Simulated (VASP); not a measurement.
# Ga (Cmce) in VASP: further runs

The runs below take Ga through single point, relaxation of volume and atoms at fixed shape, with PBEsol.

All numbers are computed with VASP 6.6.1; they aren't measurements. Logs are shortened: lines on timing, memory, paths and dates and some standing lists are left out, and cuts for length are marked.

### 1 The cell of the first run

It takes space group Cmce (No. 64, orthorhombic). Conventional cell: a = 4.487 Å, b = 7.600 Å, c = 4.488 Å, α = 90.00°, β = 90.00°, γ = 90.00°. Ga (site symmetry m) has 7 Ga at 2.48 to 2.76 Å within 3.3 Å.

### 2 Single point, PBEsol

Contents of INCAR:

```
SYSTEM = Ga
  ALGO = Normal
  EDIFF = 1E-7
  ENCUT = 520
  GGA = PS
  ISIF = 2
  ISMEAR = -1
  LASPH = .TRUE.
  LCHARG = .TRUE.
  LELF = .TRUE.
  LREAL = .FALSE.
  LVHAR = .TRUE.
  LWAVE = .FALSE.
  NBANDS = 34
  NELM = 80
  PREC = Accurate
  SIGMA = 0.05
```

Contents of KPOINTS:

```
k-points
0
G
  6 6 5
  0 0 0
```

Contents of POSCAR:

```
Ga
1.0
    2.2434652086     -3.7999528992      0.0000000000
    2.2434652086      3.7999528992      0.0000000000
    0.0000000000      0.0000000000      4.4879224426
Ga
4
Direct
    0.8441413680      0.1558586320      0.0818639580
    0.6558586320      0.3441413680      0.5818639580
    0.1558586320      0.8441413680      0.9181360420
    0.3441413680      0.6558586320      0.4181360420
```

Potentials or basis: VASP PAW PBE potentials, release 64 (Ga_d).

The run is started by

```sh
> cat potpaw_PBE.64/Ga_d/POTCAR > POTCAR
> mpirun -np 1 vasp_std > vasp.out
```

OUTCAR:

```text
SYSTEM = Ga
   EDIFF = 1E-7
   ENCUT = 520
   GGA = PS
   ISIF = 2
   ISMEAR = -1
   LASPH = .TRUE.
   LREAL = .FALSE.
   NELM = 80
   PREC = Accurate

 ion  position               nearest neighbor table
   1  0.844  0.156  0.082-   3 2.48   2 2.66   2 2.66   4 2.70   4 2.70   3 2.76   3 2.76
   2  0.656  0.344  0.582-   4 2.48   1 2.66   1 2.66   3 2.70   3 2.70   4 2.76   4 2.76
   3  0.156  0.844  0.918-   1 2.48   4 2.66   4 2.66   2 2.70   2 2.70   1 2.76   1 2.76
   4  0.344  0.656  0.418-   2 2.48   3 2.66   3 2.66   1 2.70   1 2.70   2 2.76   2 2.76

  LATTYP: Found a base centered orthorhombic cell.
 ALAT       =     4.4869304172
 B/A-ratio  =     1.6937873093
 C/A-ratio  =     1.0002210922

  Lattice vectors:

 A1 = (   2.2434652086,  -3.7999528992,   0.0000000000)
 A2 = (   2.2434652086,   3.7999528992,   0.0000000000)
 A3 = (   0.0000000000,   0.0000000000,   4.4879224426)

Analysis of symmetry for initial positions (statically):
=====================================================================
 Subroutine PRICEL returns:
 Original cell was already a primitive cell.

 Routine SETGRP: Setting up the symmetry group for a
 base centered orthorhombic supercell.

 Subroutine GETGRP returns: Found  8 space group operations
 (whereof  4 operations were pure point group operations)
 out of a pool of  8 trial point group operations.

The static configuration has the point symmetry C_2h.
 The point group associated with its full space group is D_2h.

Analysis of symmetry for dynamics (positions and initial velocities):
=====================================================================
 Subroutine PRICEL returns:
 Original cell was already a primitive cell.

 Routine SETGRP: Setting up the symmetry group for a
 base centered orthorhombic supercell.

 Subroutine GETGRP returns: Found  8 space group operations
 (whereof  4 operations were pure point group operations)
 out of a pool of  8 trial point group operations.

The dynamic configuration has the point symmetry C_2h.
 The point group associated with its full space group is D_2h.

 Subroutine INISYM returns: Found  8 space group operations
 (whereof  4 operations are pure point group operations),
 and found     1 'primitive' translations

----------------------------------------------------------------------------------------

                                     Primitive cell

  volume of cell :      76.5196

  direct lattice vectors                    reciprocal lattice vectors
     2.243465209 -3.799952899  0.000000000     0.222869514 -0.131580578  0.000000000
[... 91 lines left out ...]
   LREAL  =      F    real-space projection
   EDIFFG = 0.1E-05   stopping-criterion for IOM
   NSW    =      0    number of steps for IOM
   IBRION =     -1    ionic relax: 0-MD 1-quasi-New 2-CG
   NFREE  =      0    steps in history (QN), initial steepest desc. (CG)
   ISIF   =      2    stress and relaxation
   ISYM   =      2    0-nonsym 1-usesym 2-fastsym
   POTIM  = 0.5000    time-step for ionic-motion
   TEBEG  =    0.0;   TEEND  =   0.0 temperature during run
   PSTRESS=    0.0 pullay stress
   NELECT =      52.0000    total number of electrons
   NUPDOWN=      -1.0000    fix difference up-down
   EMIN   =  10.00;   EMAX   =-10.00  energy-range for DOS
   EFERMI =   0.00;   METHOD = LEGACY
   ISMEAR =    -1;   SIGMA  =   0.05  broadening in eV -4-tet -1-fermi 0-gaus
   EFERMI_NEDOS =   21; number of points for ismear=-14 and -15
   IALGO  =     38    algorithm
   IMIX   =      4    mixing-type and parameters
     AMIX     =   0.40;   BMIX     =  1.00
     AMIX_MAG =   1.60;   BMIX_MAG =  1.00
  volume/ion in A,a.u.               =      19.13       129.09
  Fermi-wavevector in a.u.,A,eV,Ry     =   1.439301  2.719885 28.185660  2.071588
  Thomas-Fermi vector in A             =   2.558172
   LORBIT       =      0    0 simple, 1 ext, 2 COOP (PROOUT), +10 PAW based schemes
   GGA     = PS    functional components
   LHFCALC =     F    Hartree Fock is set to
   AEXX    =    0.0000 exact exchange contribution
   IVDW    =     0    specifies the selected vdW correction
   LEPSILON=     F    determine dielectric tensor
   LRPA    =     F    only Hartree local field effects (RPA)
 non-spin polarized calculation
  energy-cutoff  :      520.00
  volume of cell :       76.52
 maximum number of plane-waves:      2083
 NGX is ok and might be reduce to    36
   NGX = 17   NGY = 17   NGZ = 17

 number of electron      52.0000008 magnetization

 Free energy of the ion-electron system (eV)
  ---------------------------------------------------
  ext. energy  EPLUGINS =         0.00000000
  ---------------------------------------------------
  free energy    TOTEN  =       -13.41297189 eV

  energy without entropy =      -13.40197382  energy(sigma->0) =      -13.40747285

 E-fermi :   5.0145     XC(G=0): -10.9204

 val. band max:        5.0083662773   @ k =   0.0000   0.0000   0.4000
 cond. band min:       5.2383822253   @ k =  -0.1667   0.1667   0.4000
 fundamental gap:      0.2300159480
 Fermi energy:         5.0144722960

 k-point     1 :       0.0000    0.0000    0.0000
  band No.  band energies     occupation
      1     -10.0473      2.00000
      2     -10.0403      2.00000
      3     -10.0054      2.00000
      4      -9.9854      2.00000
      5      -9.9632      2.00000
      6      -9.9416      2.00000
[... 877 lines left out ...]
     33      13.0362      0.00000
     34      13.6632      0.00000

 [... further k-points ...]

------------------------ aborting loop because EDIFF is reached ----------------------------------------

  FORCE on cell =-STRESS in cart. coord.  units (eV):
  Direction    XX          YY          ZZ          XY          YZ          ZX
  --------------------------------------------------------------------------------------
  -------------------------------------------------------------------------------------
  Total       -0.0983456     -0.1710152      0.0715133      0.0000000     -0.0000000      0.0000000
  in kB       -2.0591712     -3.5807365      1.4973543      0.0000000     -0.0000000      0.0000000
  external PRESSURE =      -1.3808511 kB  Pullay stress =       0.0000000 kB

 VOLUME and BASIS-vectors are now :
 -----------------------------------------------------------------------------
  energy-cutoff  :      520.00
  volume of cell :       76.52
      direct lattice vectors                 reciprocal lattice vectors
     2.243465209 -3.799952899  0.000000000     0.222869514 -0.131580578  0.000000000
     2.243465209  3.799952899  0.000000000     0.222869514  0.131580578  0.000000000
     0.000000000  0.000000000  4.487922443     0.000000000  0.000000000  0.222820250

 POSITION                                       TOTAL-FORCE (eV/Angst)
 -----------------------------------------------------------------------------------
      2.24347     -2.61544      0.36740         0.000000     -0.005399      0.008124
      2.24347     -1.18451      2.61136         0.000000      0.005399      0.008124
      2.24347      2.61544      4.12052         0.000000      0.005399     -0.008124
      2.24347      1.18451      1.87656         0.000000     -0.005399     -0.008124
 -----------------------------------------------------------------------------------
    total drift:                                0.000000      0.000000     -0.000000

  FREE ENERGIE OF THE ION-ELECTRON SYSTEM (eV)
  ---------------------------------------------------
  free  energy   TOTEN  =       -13.4129718862 eV

  energy  without entropy=      -13.4019738157  energy(sigma->0) =      -13.40747285
```

OSZICAR:

```text
N       E                     dE             d eps       ncg     rms          rms(c)
DAV:   1     0.350665254304E+03    0.35067E+03   -0.25532E+04  2780   0.290E+03
DAV:   2     0.290238984038E+02   -0.32164E+03   -0.31344E+03  2756   0.526E+02
DAV:   3    -0.123033745812E+02   -0.41327E+02   -0.40848E+02  2984   0.149E+02
DAV:   4    -0.135905313523E+02   -0.12872E+01   -0.12806E+01  3158   0.294E+01
DAV:   5    -0.136166507099E+02   -0.26119E-01   -0.26112E-01  3236   0.434E+00    0.276E+00
DAV:   6    -0.134516339155E+02    0.16502E+00   -0.33373E-01  3376   0.800E+00    0.142E+00
DAV:   7    -0.134163204400E+02    0.35313E-01   -0.77117E-02  3908   0.293E+00    0.361E-01
DAV:   8    -0.134128720729E+02    0.34484E-02   -0.15877E-02  2904   0.137E+00    0.458E-02
DAV:   9    -0.134129718286E+02   -0.99756E-04   -0.11016E-03  3080   0.354E-01    0.261E-02
DAV:  10    -0.134129715440E+02    0.28469E-06   -0.22275E-04  3118   0.172E-01    0.487E-03
DAV:  11    -0.134129728428E+02   -0.12989E-05   -0.37494E-05  3128   0.739E-02    0.558E-03
DAV:  12    -0.134129717860E+02    0.10568E-05   -0.11155E-05  3102   0.408E-02    0.487E-04
DAV:  13    -0.134129719332E+02   -0.14722E-06   -0.12555E-06  3520   0.760E-03    0.394E-04
DAV:  14    -0.134129718862E+02    0.47001E-07   -0.39177E-08  1582   0.160E-03
   1 F= -.13412972E+02 E0= -.13407473E+02  d E =-.109981E-01
```

stdout:

```text
POSCAR found type information on POSCAR Ga
 POSCAR found :  1 types and       4 ions
 scaLAPACK will be used
 -----------------------------------------------------------------------------
|                                                                             |
|                                                                             |
|     You enforced a specific xc type in the INCAR file but a different       |
|     I HOPE YOU KNOW WHAT YOU ARE DOING!                                     |
|                                                                             |
 -----------------------------------------------------------------------------

 LDA part: xc-table for (Slater+PW92), standard interpolation
 POSCAR, INCAR and KPOINTS ok, starting setup
 FFT: planning ... GRIDC
 FFT: planning ... GRID_SOFT
 FFT: planning ... GRID
 WAVECAR not read
 entering main loop
```

Run time: 39 s. Hardware: 1 thread of Intel Xeon 6975P-C (Granite Rapids), shared host; peak memory 0.23 GiB.

What came out:

```yaml
Free_energy: -13.4130 eV
Pressure: -0.1 GPa
Largest_force: 0.010 eV/Å
Band_gap_on_the_k_mesh: zero (band 26 reaches 5.24 eV, above the bottom of band 27 at 4.63 eV)
```

Forces on the atoms (eV/Å):
```
Ga   0.000 -0.005  0.008
Ga   0.000  0.005  0.008
Ga   0.000  0.005 -0.008
Ga   0.000 -0.005 -0.008
```

Caveat: the PAW data sets were made with another functional, which shifts forces and pressure a little.

### 3 Relaxation of volume and atoms at fixed shape, PBEsol

This run uses another cell than the first one, of 19.59 Å³/atom, 1.024 times its volume.

Contents of INCAR:

```
SYSTEM = Ga
PREC = Accurate ; ENCUT = 600
EDIFF = 1E-6 ; ISMEAR = -1
SIGMA = 0.05 ; LREAL = .False.
LASPH = .True. ; NELM = 100
ALGO = Normal ; ISIF = 8
LWAVE = .False. ; LCHARG = .False.
GGA = PS ; IBRION = 2
NSW = 80 ; EDIFFG = -0.02
```

Contents of KPOINTS:

```
regular mesh
0
Gamma
  6 6 5
  0 0 0
```

Contents of POSCAR:

```
Ga
1.0
    2.2615000000     -3.8305000000      0.0000000000
    2.2615000000      3.8305000000      0.0000000000
    0.0000000000      0.0000000000      4.5240000000
Ga
4
Direct
    0.8451000000      0.1549000000      0.0810000000
    0.6549000000      0.3451000000      0.5810000000
    0.1549000000      0.8451000000      0.9190000000
    0.3451000000      0.6549000000      0.4190000000
```

Potentials or basis: VASP PAW PBE potentials, release 64 (Ga_d).

The run is started by

```sh
> cat potpaw_PBE.64/Ga_d/POTCAR > POTCAR
> mpirun -np 1 vasp_std > vasp.out
```

Wall time 2 min (1 thread of Intel Xeon 6975P-C (Granite Rapids), shared host); peak memory 0.25 GiB.

The run converged. Its results:

| Item | Value |
| --- | --- |
| Free energy | -13.4131 eV |
| Relaxed volume | 19.04 Å³/atom |
| Relaxed cell | a = 4.406 Å, b = 4.406 Å, c = 4.481 Å, α = 90.00°, β = 90.00°, γ = 118.89° |
| Space group after relaxing (to 0.05 Å) | Cmce (No. 64) |
| Energy gained by relaxing | 2.9 meV/atom |
| Ionic steps | 5 |
| Pressure after relaxing | 0.1 GPa |
| Largest force after relaxing | 0.014 eV/Å |
| Band gap on the k mesh | zero (band 26 reaches 5.28 eV, above the bottom of band 27 at 4.67 eV) |

Forces in eV/Å, atoms in the order of the input:
```
Ga   0.000  0.005  0.013
Ga   0.000 -0.005  0.013
Ga   0.000 -0.005 -0.013
Ga   0.000  0.005 -0.013
```

Stress tensor (GPa, compression positive):
```
-0.07  0.00  0.00
 0.00 -0.04  0.00
 0.00  0.00  0.32
```

The path:
| step | energy change (eV) | largest force (eV/Å) | pressure (GPa) | volume (Å³) |
| --- | --- | --- | --- | --- |
| 1 | 0.0000 | 0.1023 | -1.53 | 78.38 |
| 2 | -0.0113 | 0.0369 | -0.02 | 76.28 |
| 3 | -0.0113 | 0.0318 | 0.02 | 76.18 |
| 4 | -0.0113 | 0.0313 | 0.10 | 76.14 |
| 5 | -0.0115 | 0.0143 | 0.07 | 76.18 |

Final structure:
```xyz
4
Lattice="2.2401 -3.7943 0.0000 2.2401 3.7943 0.0000 0.0000 0.0000 4.4812" Properties=species:S:1:pos:R:3 pbc="T T T"
Ga    2.2401   -2.6122    0.3651
Ga    2.2401   -1.1820    2.6057
Ga    2.2401    2.6122    4.1162
Ga    2.2401    1.1820    1.8756
```

Levels at points of the mesh, in eV from the Fermi level:
| k point | band 24 | band 25 | band 26 | band 27 | band 28 | band 29 |
| --- | --- | --- | --- | --- | --- | --- |
| (0.00, 0.00, 0.00) | -1.72 | -1.65 | -0.71 | 0.97 | 1.04 | 1.13 |
| (0.50, 0.00, 0.00) | -3.39 | -1.32 | -1.32 | 0.80 | 0.80 | 4.30 |
| (0.50, 0.50, 0.00) | -3.32 | -1.64 | -1.51 | 1.15 | 1.29 | 3.49 |

Caveat: the PAW data sets were made with another functional, which shifts forces and pressure a little.
